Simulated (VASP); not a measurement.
# CsO (Immm) in VASP: a series of runs

The runs below take CsO through single point, with LDA.

Everything below comes from runs of VASP 6.6.1. Logs are shortened: lines on timing, memory, paths and dates and some standing lists are left out, and cuts for length are marked.

**1. The cell of the first run**

The structure is orthorhombic, space group Immm (No. 71). The conventional cell has a = 4.322 Å, b = 6.430 Å, c = 7.141 Å, α = 90.00°, β = 90.00°, γ = 90.00°. Within 3.9 Å of Cs (site symmetry mm2) lie 6 O at 2.91 to 3.03 Å and 6 Cs at 3.57 to 3.87 Å. O (site symmetry m2m) has 1 O at 1.54 Å within 2.1 Å.

**2. Single point, LDA (strain +0.000 along x and y, -0.050 along z)**

Contents of INCAR:

```
PREC = Accurate
ENCUT = 520
EDIFF = 1E-6
ISMEAR = 0
SIGMA = 0.05
LREAL = False
LASPH = True
NELM = 100
ALGO = Normal
ISIF = 2
LWAVE = False
LCHARG = True
GGA = CA
LELF = True
LVHAR = True
NBANDS = 23
```

Contents of KPOINTS:

```
regular mesh
0
Gamma
  8 8 8
```

Contents of POSCAR:

```
CsO
1.0
   -2.1610000000      3.2150000000      3.5705750000
    2.1610000000     -3.2150000000      3.5705750000
    2.1610000000      3.2150000000     -3.5705750000
Cs O
2 2
Direct
    0.2500000000      0.2500000000      0.0000000000
    0.7500000000      0.7500000000      0.0000000000
    0.6200000000      0.0000000000      0.6200000000
    0.3800000000      0.0000000000      0.3800000000
```

Potentials or basis: VASP PAW LDA potentials, release 64 (Cs_sv, O).

Command:

```console
$ cat potpaw_LDA.64/Cs_sv/POTCAR potpaw_LDA.64/O/POTCAR > POTCAR
$ mpirun -np 1 vasp_std > vasp.out
```

OUTCAR:

```text
PREC = Accurate
   ENCUT = 520
   EDIFF = 1E-6
   ISMEAR = 0
   LREAL = False
   LASPH = True
   NELM = 100
   ISIF = 2
   GGA = CA

 ion  position               nearest neighbor table
   1  0.250  0.250  0.000-
   2  0.750  0.750  0.000-
   3  0.620  0.000  0.620-   4 1.54
   4  0.380  0.000  0.380-   3 1.54

  LATTYP: Found a body centered orthorhombic cell.
 ALAT       =     4.3220000000
 B/A-ratio  =     1.4877371587
 C/A-ratio  =     1.6522790375

  Lattice vectors:

 A1 = (  -2.1610000000,   3.2150000000,   3.5705750000)
 A2 = (   2.1610000000,  -3.2150000000,   3.5705750000)
 A3 = (   2.1610000000,   3.2150000000,  -3.5705750000)

Analysis of symmetry for initial positions (statically):
=====================================================================
 Subroutine PRICEL returns:
 Original cell was already a primitive cell.

 Routine SETGRP: Setting up the symmetry group for a
 body centered orthorhombic supercell.

 Subroutine GETGRP returns: Found  8 space group operations
 (whereof  8 operations were pure point group operations)
 out of a pool of  8 trial point group operations.

The static configuration has the point symmetry D_2h.

Analysis of symmetry for dynamics (positions and initial velocities):
=====================================================================
 Subroutine PRICEL returns:
 Original cell was already a primitive cell.

 Routine SETGRP: Setting up the symmetry group for a
 body centered orthorhombic supercell.

 Subroutine GETGRP returns: Found  8 space group operations
 (whereof  8 operations were pure point group operations)
 out of a pool of  8 trial point group operations.

The dynamic configuration has the point symmetry D_2h.

 Subroutine INISYM returns: Found  8 space group operations
 (whereof  8 operations are pure point group operations),
 and found     1 'primitive' translations

----------------------------------------------------------------------------------------

                                     Primitive cell

  volume of cell :      99.2279

  direct lattice vectors                    reciprocal lattice vectors
    -2.161000000  3.215000000  3.570575000     0.000000000  0.155520995  0.140033468
     2.161000000 -3.215000000  3.570575000     0.231374364  0.000000000  0.140033468
     2.161000000  3.215000000 -3.570575000     0.231374364  0.155520995  0.000000000

  length of vectors
     5.268315844  5.268315844  5.268315844     0.209275302  0.270450491  0.278784641

  position of ions in fractional coordinates (direct lattice)
     0.250000000  0.250000000  0.000000000
     0.750000000  0.750000000  0.000000000
     0.620000000  0.000000000  0.620000000
     0.380000000  0.000000000  0.380000000

  ion indices of the primitive-cell ions
   primitive index   ion index
                 1           1
                 2           2
                 3           3
                 4           4

----------------------------------------------------------------------------------------

 KPOINTS: regular mesh

Automatic generation of k-mesh.
 Grid dimensions read from file:
 generate k-points for:    8    8    8

 Generating k-lattice:

  Cartesian coordinates                     Fractional coordinates (reciprocal lattice)
     0.000000000  0.019440124  0.017504183     0.125000000  0.000000000 -0.000000000
     0.028921795  0.000000000  0.017504183     0.000000000  0.125000000 -0.000000000
     0.028921795  0.019440124  0.000000000     0.000000000  0.000000000  0.125000000

  Length of vectors
     0.026159413  0.033806311  0.034848080

  Shift w.r.t. Gamma in fractional coordinates (k-lattice)
     0.000000000  0.000000000  0.000000000

 Subroutine IBZKPT returns following result:
 ===========================================

 Found     95 irreducible k-points:

 Following reciprocal coordinates:
            Coordinates               Weight
  0.000000  0.000000  0.000000      1.000000
  0.125000  0.000000  0.000000      4.000000
  0.250000  0.000000  0.000000      4.000000
  0.375000  0.000000  0.000000      4.000000
  0.500000  0.000000  0.000000      2.000000
 -0.000000  0.125000  0.000000      4.000000
[... 16 lines left out ...]
  0.125000  0.375000  0.000000      8.000000
  0.250000  0.375000  0.000000      8.000000
 [... further k-points ...]
   k-points           NKPTS =     95   k-points in BZ     NKDIM =     95   number of bands    NBANDS=     23
   number of dos      NEDOS =    301   number of ions     NIONS =      4
   total plane-waves  NPLWV =  64000
   dimension x,y,z NGX =    40 NGY =   40 NGZ =   40
   dimension x,y,z NGXF=    80 NGYF=   80 NGZF=   80
   ions per type =               2   2
   NGX,Y,Z   is equivalent  to a cutoff of  12.62, 12.62, 12.62 a.u.
   NGXF,Y,Z  is equivalent  to a cutoff of  25.24, 25.24, 25.24 a.u.
 SYSTEM =  unknown system
   PREC   = accura    normal or accurate (medium, high low for compatibility)
   ISTART =      0    job   : 0-new  1-cont  2-samecut
   ICHARG =      2    charge: 1-file 2-atom 10-const
   ISPIN  =      1    spin polarized calculation?
   LNONCOLLINEAR =      F non collinear calculations
   LSORBIT =      F    spin-orbit coupling
   LASPH  =      T    aspherical Exc in radial PAW
   ENCUT  =  520.0 eV  38.22 Ry    6.18 a.u.   9.80  9.80  9.80*2*pi/ulx,y,z
   NELM   =    100;   NELMIN=  2; NELMDL= -5     # of ELM steps
   EDIFF  = 0.1E-05   stopping-criterion for ELM
   LREAL  =      F    real-space projection
   EDIFFG = 0.1E-04   stopping-criterion for IOM
   NSW    =      0    number of steps for IOM
   IBRION =     -1    ionic relax: 0-MD 1-quasi-New 2-CG
   NFREE  =      0    steps in history (QN), initial steepest desc. (CG)
   ISIF   =      2    stress and relaxation
   ISYM   =      2    0-nonsym 1-usesym 2-fastsym
   POTIM  = 0.5000    time-step for ionic-motion
   TEBEG  =    0.0;   TEEND  =   0.0 temperature during run
   PSTRESS=    0.0 pullay stress
   NELECT =      30.0000    total number of electrons
   NUPDOWN=      -1.0000    fix difference up-down
   EMIN   =  10.00;   EMAX   =-10.00  energy-range for DOS
   EFERMI =   0.00;   METHOD = LEGACY
   ISMEAR =     0;   SIGMA  =   0.05  broadening in eV -4-tet -1-fermi 0-gaus
   EFERMI_NEDOS =   21; number of points for ismear=-14 and -15
   IALGO  =     38    algorithm
   IMIX   =      4    mixing-type and parameters
     AMIX     =   0.40;   BMIX     =  1.00
     AMIX_MAG =   1.60;   BMIX_MAG =  1.00
  volume/ion in A,a.u.               =      24.81       167.41
  Fermi-wavevector in a.u.,A,eV,Ry     =   1.098763  2.076361 16.426038  1.207280
  Thomas-Fermi vector in A             =   2.235146
   LORBIT       =      0    0 simple, 1 ext, 2 COOP (PROOUT), +10 PAW based schemes
   GGA     = CA    functional components
   LHFCALC =     F    Hartree Fock is set to
   AEXX    =    0.0000 exact exchange contribution
   IVDW    =     0    specifies the selected vdW correction
   LEPSILON=     F    determine dielectric tensor
   LRPA    =     F    only Hartree local field effects (RPA)
 non-spin polarized calculation
 Gauss-broadening in eV      SIGMA  =   0.05
  energy-cutoff  :      520.00
  volume of cell :       99.23
 maximum number of plane-waves:      2696
   NGX = 19   NGY = 19   NGZ = 19

 number of electron      29.9999996 magnetization

 Free energy of the ion-electron system (eV)
  ---------------------------------------------------
  ext. energy  EPLUGINS =         0.00000000
  ---------------------------------------------------
  free energy    TOTEN  =       -17.90542526 eV

  energy without entropy =      -17.90542526  energy(sigma->0) =      -17.90542526

 E-fermi :   2.5801     XC(G=0):  -9.1395

 val. band max:        2.3356085542   @ k =   0.0000   0.0000   0.0000
 cond. band min:       4.0025380911   @ k =   0.1250  -0.1250   0.1250
 fundamental gap:      1.6669295370
 Fermi energy:         2.5801033770

 k-point     1 :       0.0000    0.0000    0.0000
  band No.  band energies     occupation
      1     -19.6444      2.00000
      2     -18.8323      2.00000
      3     -17.1649      2.00000
      4     -11.9350      2.00000
      5      -6.9630      2.00000
      6      -6.7466      2.00000
[... 15 lines left out ...]
     22       8.6189      0.00000
     23       9.1839      0.00000

 k-point     2 :       0.1250    0.0000    0.0000
  band No.  band energies     occupation
      1     -19.6132      2.00000
      2     -18.8586      2.00000
      3     -17.1807      2.00000
      4     -11.9407      2.00000
      5      -6.8946      2.00000
      6      -6.6841      2.00000
[... 15 lines left out ...]
     22       8.6088      0.00000
     23       9.1351      0.00000

 k-point     3 :       0.2500    0.0000    0.0000
  band No.  band energies     occupation
      1     -19.5251      2.00000
      2     -18.9354      2.00000
      3     -17.2185      2.00000
      4     -11.9520      2.00000
      5      -6.7342      2.00000
      6      -6.4964      2.00000
[... 15 lines left out ...]
     22       8.5828      0.00000
     23       9.0197      0.00000

 k-point     4 :       0.3750    0.0000    0.0000
  band No.  band energies     occupation
      1     -19.3983      2.00000
      2     -19.0514      2.00000
      3     -17.2559      2.00000
      4     -11.9602      2.00000
      5      -6.5277      2.00000
      6      -6.2610      2.00000
[... 15 lines left out ...]
     22       8.5553      0.00000
     23       8.9784      0.00000

 k-point     5 :       0.5000    0.0000    0.0000
  band No.  band energies     occupation
      1     -19.3007      2.00000
      2     -19.1445      2.00000
      3     -17.2713      2.00000
      4     -11.9628      2.00000
      5      -6.3064      2.00000
      6      -6.2805      2.00000
[... 15 lines left out ...]
     22       8.7407      0.00000
     23       9.0435      0.00000

 k-point     6 :      -0.0000    0.1250    0.0000
  band No.  band energies     occupation
      1     -19.5921      2.00000
      2     -18.8502      2.00000
      3     -17.2048      2.00000
      4     -11.9414      2.00000
      5      -6.9752      2.00000
      6      -6.6777      2.00000
[... 15 lines left out ...]
     22       8.3193      0.00000
     23       9.3468      0.00000

 k-point     7 :       0.1250    0.1250   -0.0000
  band No.  band energies     occupation
      1     -19.5322      2.00000
      2     -18.9022      2.00000
      3     -17.2299      2.00000
      4     -11.9564      2.00000
      5      -6.8060      2.00000
      6      -6.6124      2.00000
[... 353 lines left out ...]
     22       8.2858      0.00000
     23       9.1152      0.00000

 k-point    21 :      -0.1250    0.2500    0.0000
  band No.  band energies     occupation
      1     -19.4809      2.00000
      2     -18.8693      2.00000
      3     -17.3070      2.00000
      4     -11.9385      2.00000
      5      -7.1088      2.00000
      6      -6.5703      2.00000
[... 15 lines left out ...]
     22       8.1904      0.00000
     23       9.8673      0.00000

 k-point    22 :      -0.0000    0.3750    0.0000
  band No.  band energies     occupation
      1     -19.2631      2.00000
      2     -18.9750      2.00000
      3     -17.4420      2.00000
      4     -11.9696      2.00000
      5      -6.7202      2.00000
      6      -6.5389      2.00000
[... 15 lines left out ...]
     22       8.8027      0.00000
     23       9.4789      0.00000

 k-point    23 :       0.1250    0.3750    0.0000
  band No.  band energies     occupation
      1     -19.1841      2.00000
      2     -19.0394      2.00000
      3     -17.4683      2.00000
      4     -11.9745      2.00000
      5      -6.7058      2.00000
      6      -6.4547      2.00000
[... 15 lines left out ...]
     22       9.2846      0.00000
     23       9.4448      0.00000

 k-point    24 :       0.2500    0.3750    0.0000
  band No.  band energies     occupation
      1     -19.1142      2.00000
      2     -19.0917      2.00000
      3     -17.4962      2.00000
      4     -11.9635      2.00000
      5      -6.8564      2.00000
      6      -6.7727      2.00000
[... 15 lines left out ...]
     22       9.5246      0.00000
     23       9.7035      0.00000

 [... further k-points ...]

------------------------ aborting loop because EDIFF is reached ----------------------------------------

  FORCE on cell =-STRESS in cart. coord.  units (eV):
  Direction    XX          YY          ZZ          XY          YZ          ZX
  --------------------------------------------------------------------------------------
  -------------------------------------------------------------------------------------
  Total       -0.9270171     -2.7863084      0.2647359      0.0000000      0.0000000      0.0000000
  in kB      -14.9680223    -44.9889514      4.2745411      0.0000000      0.0000000      0.0000000
  external PRESSURE =     -18.5608109 kB  Pullay stress =       0.0000000 kB

 VOLUME and BASIS-vectors are now :
 -----------------------------------------------------------------------------
  energy-cutoff  :      520.00
  volume of cell :       99.23
      direct lattice vectors                 reciprocal lattice vectors
    -2.161000000  3.215000000  3.570575000     0.000000000  0.155520995  0.140033468
     2.161000000 -3.215000000  3.570575000     0.231374364  0.000000000  0.140033468
     2.161000000  3.215000000 -3.570575000     0.231374364  0.155520995  0.000000000

 POSITION                                       TOTAL-FORCE (eV/Angst)
 -----------------------------------------------------------------------------------
      0.00000      0.00000      1.78529         0.000000      0.000000      0.101493
      0.00000      0.00000      5.35586         0.000000     -0.000000     -0.101493
      0.00000      3.98660      0.00000        -0.000000     -1.175793     -0.000000
      0.00000      2.44340      0.00000        -0.000000      1.175793      0.000000
 -----------------------------------------------------------------------------------
    total drift:                               -0.000000     -0.000000      0.000000

  FREE ENERGIE OF THE ION-ELECTRON SYSTEM (eV)
  ---------------------------------------------------
  free  energy   TOTEN  =       -17.9054252588 eV

  energy  without entropy=      -17.9054252588  energy(sigma->0) =      -17.90542526
```

Wall time 2.3 min (1 thread of AMD EPYC 9R45 (Zen 5), shared host); peak memory 0.28 GiB.

Results:

| Quantity | Value |
| --- | --- |
| Free energy | -17.9054 eV |
| Pressure | -1.9 GPa |
| Largest force | 1.176 eV/Å |
| Band gap on the k mesh | 1.67 eV (least direct gap 1.83 eV) |

Forces on the atoms (eV/Å):
```
Cs   0.000  0.000  0.101
Cs   0.000  0.000 -0.101
O    0.000 -1.176  0.000
O    0.000  1.176  0.000
```

Stress tensor (GPa, compression positive):
```
-1.50  0.00  0.00
 0.00 -4.50  0.00
 0.00  0.00  0.43
```

Caveat: the cell differs from its parent crystal (strain +0.000 along x and y, -0.050 along z); spin-orbit coupling is left out, which moves the levels of the heavy elements; forces of over 1 eV/Å act on the atoms, so gaps and moduli don't describe the material at rest. A k mesh can miss the band edges.

(Part 1 of 2 ends here.)
